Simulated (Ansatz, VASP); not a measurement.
## SiC: VASP beside Ansatz

File INCAR:

```
SYSTEM = SiC
  PREC = Accurate
  ENCUT = 520
  EDIFF = 1E-7
  ISMEAR = 0
  SIGMA = 0.02
  LREAL = .FALSE.
  LASPH = .TRUE.
  NELM = 80
  ALGO = Normal
  ISIF = 2
  LWAVE = .FALSE.
  LCHARG = .FALSE.
  GGA = PE
  NBANDS = 16
```

File KPOINTS:

```
regular mesh
0
G
  12 12 6
  0 0 0
```

File POSCAR:

```
SiC
1.0
    3.0870430976      0.0000000000      0.0000000000
   -1.5435215488      2.6734577451      0.0000000000
    0.0000000000      0.0000000000      5.0664212911
Si C
2 2
Direct
    0.3333333333      0.6666666667      0.4995860237
    0.6666666667      0.3333333333      0.9995860237
    0.3333333333      0.6666666667      0.8754139763
    0.6666666667      0.3333333333      0.3754139763
```

Input for Ansatz:

```yaml
crystal:
  lattice:
    - [3.0870430976, 0.0, 0.0]
    - [-1.5435215488, 2.6734577451, 0.0]
    - [0.0, 0.0, 5.0664212911]
  atoms:
    - { symbol: Si, position: [0.3333333333, 0.6666666667, 0.4995860237] }
    - { symbol: Si, position: [0.6666666667, 0.3333333333, 0.9995860237] }
    - { symbol: C, position: [0.3333333333, 0.6666666667, 0.8754139763] }
    - { symbol: C, position: [0.6666666667, 0.3333333333, 0.3754139763] }
basis:
  ecutwfc: 420
kpoints:
  mp_grid: { grid: [12, 12, 6] }
  band_path: { path: [VBM, CBM], npoints: 2 }
hamiltonian:
  xc: pbe
scf:
  occupations: { method: gaussian, width: 0.02 }
output:
  forces: true
  stress: true
  eigenvalues: true
checkpoint:
  read: start.run
  write: ck
  compress: false
  write_wavefunctions: false
  write_every: 100000
```

Alike in both runs: task single point; functional PBE; k mesh 12 × 12 × 6; occupations gaussian, width 0.02 eV; no spin polarisation.

|  | VASP | Ansatz |
| --- | --- | --- |
| version | VASP 6.6.1 | Ansatz 0.2.0 |
| potentials or method | VASP PAW PBE potentials, release 64 (Si, C), cutoff 520 eV | scalar-relativistic, plane waves, PAW |
| valence electrons in the cell | 16 | 16 |

```tsv
	VASP	Ansatz	Ansatz less VASP
gap on the k mesh at the Fermi level (eV)	2.29	2.30	+0.003
least direct gap on the mesh (eV)	3.95	3.95	+0.003
pressure (GPa)	1.0	1.0	+0.05
```
